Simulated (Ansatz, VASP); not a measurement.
# Two plane-wave programs on SiC

```
CELL_PARAMETERS angstrom
0.00000 2.18972 2.18972
2.18972 0.00000 2.18972
2.18972 2.18972 0.00000
ATOMIC_POSITIONS crystal
Si 0.00000 0.00000 0.00000
C 0.75000 0.75000 0.75000
```

Alike in both runs: task single point; functional HSE06; k mesh 8 × 8 × 8; occupations gaussian, width 0.02 eV; no spin polarisation.

```csv
,VASP,Ansatz
version,VASP 6.6.1,Ansatz 0.2.0
potentials or method,"VASP PAW PBE potentials, release 64 (Si, C), cutoff 520 eV","scalar-relativistic, plane waves, PAW"
valence electrons in the cell,8,8
```

```tsv
	VASP	Ansatz	Ansatz less VASP
gap on the k mesh at the Fermi level (eV)	2.24	2.24	-0.004
least direct gap on the mesh (eV)	5.71	5.70	-0.010
pressure (GPa)	-5.0	-4.7	+0.37
```

Ansatz's warnings: stress exchange threshold loose, stress scf threshold loose.
